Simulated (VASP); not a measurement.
# KMgF3 (Pm-3m) in VASP: further runs

KMgF3 is run at these levels: PBE; tasks: single point.

Everything below comes from runs of VASP 6.6.1. Logs are shortened: lines on timing, memory, paths and dates and some standing lists are left out, and cuts for length are marked.

## (1) The cell of the first run

Symmetry: Pm-3m, No. 221, cubic system. The conventional cell has a = 3.986 Å, b = 3.986 Å, c = 3.986 Å, α = 90.00°, β = 90.00°, γ = 90.00°. K (site symmetry m-3m) has 12 F at 2.82 Å and 8 Mg at 3.45 Å within 3.7 Å. Within 2.6 Å of Mg (site symmetry m-3m) lie 6 F at 1.99 Å. Within 2.6 Å of F (site symmetry 4/mmm) lie 2 Mg at 1.99 Å.

## (2) Single point, PBE

Input file INCAR:

```
ALGO = Normal
EDIFF = 1E-6
ENCUT = 520
GGA = PE
ISIF = 2
ISMEAR = 0
LASPH = T
LCHARG = F
LREAL = F
LWAVE = F
NBANDS = 24
NELM = 60
PREC = Accurate
SIGMA = 0.01
```

Input file KPOINTS:

```
k-points
0
Gamma
  6 6 6
```

Input file POSCAR:

```
KMgF3
1.0
    3.9859000000      0.0000000000      0.0000000000
    0.0000000000      3.9859000000      0.0000000000
    0.0000000000      0.0000000000      3.9859000000
K Mg F
1 1 3
Direct
    0.5000000000      0.5000000000      0.5000000000
    0.0000000000      0.0000000000      0.0000000000
    0.5000000000      0.0000000000      0.0000000000
    0.0000000000      0.5000000000      0.0000000000
    0.0000000000      0.0000000000      0.5000000000
```

Potentials or basis: VASP PAW PBE potentials, release 64 (K_sv, Mg, F).

Launch:

```console
$ cat potpaw_PBE.64/K_sv/POTCAR potpaw_PBE.64/Mg/POTCAR potpaw_PBE.64/F/POTCAR > POTCAR
$ mpirun -np 1 vasp_std > vasp.out
```

OUTCAR:

```text
EDIFF = 1E-6
   ENCUT = 520
   GGA = PE
   ISIF = 2
   ISMEAR = 0
   LASPH = T
   LREAL = F
   NELM = 60
   PREC = Accurate

 ion  position               nearest neighbor table
   1  0.500  0.500  0.500-   3 2.82   4 2.82   5 2.82   3 2.82   4 2.82   3 2.82   5 2.82   3 2.82
                             4 2.82   5 2.82   4 2.82   5 2.82   2 3.45   2 3.45   2 3.45   2 3.45
   2  0.000  0.000  0.000-   3 1.99   4 1.99   5 1.99   5 1.99   4 1.99   3 1.99   1 3.45   1 3.45
                             1 3.45   1 3.45   1 3.45   1 3.45   1 3.45   1 3.45
   3  0.500  0.000  0.000-   2 1.99   2 1.99   1 2.82   1 2.82   1 2.82   1 2.82
   4  0.000  0.500  0.000-   2 1.99   2 1.99   1 2.82   1 2.82   1 2.82   1 2.82
   5  0.000  0.000  0.500-   2 1.99   2 1.99   1 2.82   1 2.82   1 2.82   1 2.82

  LATTYP: Found a simple cubic cell.
 ALAT       =     3.9859000000

  Lattice vectors:

 A1 = (   3.9859000000,   0.0000000000,   0.0000000000)
 A2 = (   0.0000000000,   3.9859000000,   0.0000000000)
 A3 = (   0.0000000000,   0.0000000000,   3.9859000000)

Analysis of symmetry for initial positions (statically):
=====================================================================
 Subroutine PRICEL returns:
 Original cell was already a primitive cell.

 Routine SETGRP: Setting up the symmetry group for a
 simple cubic supercell.

 Subroutine GETGRP returns: Found 48 space group operations
 (whereof 48 operations were pure point group operations)
 out of a pool of 48 trial point group operations.

The static configuration has the point symmetry O_h .

Analysis of symmetry for dynamics (positions and initial velocities):
=====================================================================
 Subroutine PRICEL returns:
 Original cell was already a primitive cell.

 Routine SETGRP: Setting up the symmetry group for a
 simple cubic supercell.

 Subroutine GETGRP returns: Found 48 space group operations
 (whereof 48 operations were pure point group operations)
 out of a pool of 48 trial point group operations.

The dynamic configuration has the point symmetry O_h .

 Subroutine INISYM returns: Found 48 space group operations
 (whereof 48 operations are pure point group operations),
 and found     1 'primitive' translations

----------------------------------------------------------------------------------------

                                     Primitive cell

  volume of cell :      63.3256

  direct lattice vectors                    reciprocal lattice vectors
     3.985900000  0.000000000  0.000000000     0.250884367  0.000000000  0.000000000
     0.000000000  3.985900000  0.000000000     0.000000000  0.250884367  0.000000000
     0.000000000  0.000000000  3.985900000     0.000000000  0.000000000  0.250884367

  length of vectors
     3.985900000  3.985900000  3.985900000     0.250884367  0.250884367  0.250884367

  position of ions in fractional coordinates (direct lattice)
     0.500000000  0.500000000  0.500000000
     0.000000000  0.000000000  0.000000000
     0.500000000  0.000000000  0.000000000
     0.000000000  0.500000000  0.000000000
     0.000000000  0.000000000  0.500000000

  ion indices of the primitive-cell ions
   primitive index   ion index
                 1           1
                 2           2
                 3           3
                 4           4
                 5           5

----------------------------------------------------------------------------------------

 KPOINTS: k-points

Automatic generation of k-mesh.
 Grid dimensions read from file:
 generate k-points for:    6    6    6

 Generating k-lattice:

  Cartesian coordinates                     Fractional coordinates (reciprocal lattice)
     0.041814061  0.000000000  0.000000000     0.166666667  0.000000000  0.000000000
     0.000000000  0.041814061  0.000000000     0.000000000  0.166666667  0.000000000
     0.000000000  0.000000000  0.041814061     0.000000000  0.000000000  0.166666667

  Length of vectors
     0.041814061  0.041814061  0.041814061

  Shift w.r.t. Gamma in fractional coordinates (k-lattice)
     0.000000000  0.000000000  0.000000000

 Subroutine IBZKPT returns following result:
 ===========================================

 Found     20 irreducible k-points:

 Following reciprocal coordinates:
            Coordinates               Weight
  0.000000  0.000000  0.000000      1.000000
  0.166667  0.000000  0.000000      6.000000
  0.333333  0.000000  0.000000      6.000000
  0.500000  0.000000  0.000000      3.000000
  0.166667  0.166667  0.000000     12.000000
  0.333333  0.166667  0.000000     24.000000
[... 12 lines left out ...]
  0.500000  0.500000  0.333333      6.000000
  0.500000  0.500000  0.500000      1.000000
   k-points           NKPTS =     20   k-points in BZ     NKDIM =     20   number of bands    NBANDS=     24
   number of dos      NEDOS =    301   number of ions     NIONS =      5
   total plane-waves  NPLWV =  27000
   dimension x,y,z NGX =    30 NGY =   30 NGZ =   30
   dimension x,y,z NGXF=    60 NGYF=   60 NGZF=   60
   ions per type =               1   1   3
   NGX,Y,Z   is equivalent  to a cutoff of  12.51, 12.51, 12.51 a.u.
   NGXF,Y,Z  is equivalent  to a cutoff of  25.03, 25.03, 25.03 a.u.
 SYSTEM =  unknown system
   PREC   = accura    normal or accurate (medium, high low for compatibility)
   ISTART =      0    job   : 0-new  1-cont  2-samecut
   ICHARG =      2    charge: 1-file 2-atom 10-const
   ISPIN  =      1    spin polarized calculation?
   LNONCOLLINEAR =      F non collinear calculations
   LSORBIT =      F    spin-orbit coupling
   LASPH  =      T    aspherical Exc in radial PAW
   ENCUT  =  520.0 eV  38.22 Ry    6.18 a.u.   7.41  7.41  7.41*2*pi/ulx,y,z
   NELM   =     60;   NELMIN=  2; NELMDL= -5     # of ELM steps
   EDIFF  = 0.1E-05   stopping-criterion for ELM
   LREAL  =      F    real-space projection
   EDIFFG = 0.1E-04   stopping-criterion for IOM
   NSW    =      0    number of steps for IOM
   IBRION =     -1    ionic relax: 0-MD 1-quasi-New 2-CG
   NFREE  =      0    steps in history (QN), initial steepest desc. (CG)
   ISIF   =      2    stress and relaxation
   ISYM   =      2    0-nonsym 1-usesym 2-fastsym
   POTIM  = 0.5000    time-step for ionic-motion
   TEBEG  =    0.0;   TEEND  =   0.0 temperature during run
   PSTRESS=    0.0 pullay stress
   NELECT =      32.0000    total number of electrons
   NUPDOWN=      -1.0000    fix difference up-down
   EMIN   =  10.00;   EMAX   =-10.00  energy-range for DOS
   EFERMI =   0.00;   METHOD = LEGACY
   ISMEAR =     0;   SIGMA  =   0.01  broadening in eV -4-tet -1-fermi 0-gaus
   EFERMI_NEDOS =   21; number of points for ismear=-14 and -15
   IALGO  =     38    algorithm
   IMIX   =      4    mixing-type and parameters
     AMIX     =   0.40;   BMIX     =  1.00
     AMIX_MAG =   1.60;   BMIX_MAG =  1.00
  volume/ion in A,a.u.               =      12.67        85.47
  Fermi-wavevector in a.u.,A,eV,Ry     =   1.303962  2.464132 23.134232  1.700318
  Thomas-Fermi vector in A             =   2.434930
   LORBIT       =      0    0 simple, 1 ext, 2 COOP (PROOUT), +10 PAW based schemes
   GGA     = PE    functional components
   LHFCALC =     F    Hartree Fock is set to
   AEXX    =    0.0000 exact exchange contribution
   IVDW    =     0    specifies the selected vdW correction
   LEPSILON=     F    determine dielectric tensor
   LRPA    =     F    only Hartree local field effects (RPA)
 non-spin polarized calculation
 Gauss-broadening in eV      SIGMA  =   0.01
  energy-cutoff  :      520.00
  volume of cell :       63.33
 maximum number of plane-waves:      1743
 NGX is ok and might be reduce to    30
   NGX = 15   NGY = 15   NGZ = 15

 number of electron      31.9999958 magnetization

 Free energy of the ion-electron system (eV)
  ---------------------------------------------------
  ext. energy  EPLUGINS =         0.00000000
  ---------------------------------------------------
  free energy    TOTEN  =       -24.41464464 eV

  energy without entropy =      -24.41464464  energy(sigma->0) =      -24.41464464

 E-fermi :  -1.5179     XC(G=0):  -9.6841

 val. band max:       -1.6009110944   @ k =   0.5000   0.5000   0.5000
 cond. band min:       5.7036738943   @ k =   0.0000   0.0000   0.0000
 fundamental gap:      7.3045849887
 Fermi energy:        -1.5179192010

 k-point     1 :       0.0000    0.0000    0.0000
  band No.  band energies     occupation
      1     -27.2549      2.00000
      2     -21.7200      2.00000
      3     -21.0665      2.00000
      4     -21.0665      2.00000
      5     -10.7471      2.00000
      6     -10.7471      2.00000
[... 16 lines left out ...]
     23      12.4126      0.00000
     24      15.3208      0.00000

 k-point     2 :       0.1667    0.0000    0.0000
  band No.  band energies     occupation
      1     -27.2479      2.00000
      2     -21.6901      2.00000
      3     -21.1033      2.00000
      4     -21.0637      2.00000
      5     -10.7434      2.00000
      6     -10.7334      2.00000
[... 16 lines left out ...]
     23      12.4080      0.00000
     24      15.1940      0.00000

 k-point     3 :       0.3333    0.0000    0.0000
  band No.  band energies     occupation
      1     -27.2337      2.00000
      2     -21.6162      2.00000
      3     -21.1911      2.00000
      4     -21.0596      2.00000
      5     -10.7362      2.00000
      6     -10.7056      2.00000
[... 16 lines left out ...]
     23      12.3623      0.00000
     24      14.7842      0.00000
[... 406 lines left out ...]
 k-point    19 :       0.5000    0.5000    0.3333
  band No.  band energies     occupation
      1     -27.1961      2.00000
      2     -21.2614      2.00000
      3     -21.2534      2.00000
      4     -21.2534      2.00000
      5     -10.9049      2.00000
      6     -10.9049      2.00000
[... 16 lines left out ...]
     23      13.1674      0.00000
     24      13.1674      0.00000

 k-point    20 :       0.5000    0.5000    0.5000
  band No.  band energies     occupation
      1     -27.1927      2.00000
      2     -21.2487      2.00000
      3     -21.2487      2.00000
      4     -21.2487      2.00000
      5     -10.9325      2.00000
      6     -10.9325      2.00000
[... 16 lines left out ...]
     23      13.5612      0.00000
     24      13.5612      0.00000

------------------------ aborting loop because EDIFF is reached ----------------------------------------

  FORCE on cell =-STRESS in cart. coord.  units (eV):
  Direction    XX          YY          ZZ          XY          YZ          ZX
  --------------------------------------------------------------------------------------
  -------------------------------------------------------------------------------------
  Total        1.3269098      1.3269098      1.3269098     -0.0000000     -0.0000000      0.0000000
  in kB       33.5716579     33.5716579     33.5716579     -0.0000000     -0.0000000      0.0000000
  external PRESSURE =      33.5716579 kB  Pullay stress =       0.0000000 kB

 VOLUME and BASIS-vectors are now :
 -----------------------------------------------------------------------------
  energy-cutoff  :      520.00
  volume of cell :       63.33
      direct lattice vectors                 reciprocal lattice vectors
     3.985900000  0.000000000  0.000000000     0.250884367  0.000000000  0.000000000
     0.000000000  3.985900000  0.000000000     0.000000000  0.250884367  0.000000000
     0.000000000  0.000000000  3.985900000     0.000000000  0.000000000  0.250884367

 POSITION                                       TOTAL-FORCE (eV/Angst)
 -----------------------------------------------------------------------------------
      1.99295      1.99295      1.99295         0.000000      0.000000      0.000000
      0.00000      0.00000      0.00000         0.000000      0.000000      0.000000
      1.99295      0.00000      0.00000         0.000000      0.000000      0.000000
      0.00000      1.99295      0.00000         0.000000      0.000000      0.000000
      0.00000      0.00000      1.99295         0.000000      0.000000      0.000000
 -----------------------------------------------------------------------------------
    total drift:                                0.000000     -0.000000      0.000000

  FREE ENERGIE OF THE ION-ELECTRON SYSTEM (eV)
  ---------------------------------------------------
  free  energy   TOTEN  =       -24.4146446365 eV

  energy  without entropy=      -24.4146446365  energy(sigma->0) =      -24.41464464
```

It took 20 s on 1 thread of Intel Xeon Platinum 8375C at 2.90GHz (Ice Lake), shared host; peak memory 0.18 GiB.

Results:

```
Free energy            : -24.4146 eV
Pressure               : 3.4 GPa
Band gap on the k mesh : 7.30 eV, indirect (least direct gap 7.63 eV)
```

Levels at points of the mesh, in eV from the valence-band top:
```tsv
k point	band 14	band 15	band 16	band 17	band 18	band 19
(0.00, 0.00, 0.00)	-0.32	-0.32	-0.32	7.30	10.08	10.08
(0.50, 0.00, 0.00)	-0.86	-0.53	-0.53	10.12	10.45	11.12
(0.50, 0.50, 0.00)	-0.89	-0.89	-0.02	10.92	11.70	12.63
(0.50, 0.50, 0.50)	0.00	0.00	0.00	10.44	10.44	10.44
```

A k mesh can miss the band edges. PBE gaps usually lie below the measured ones, often by a third to a half.

(Part 1 of 2 ends here.)
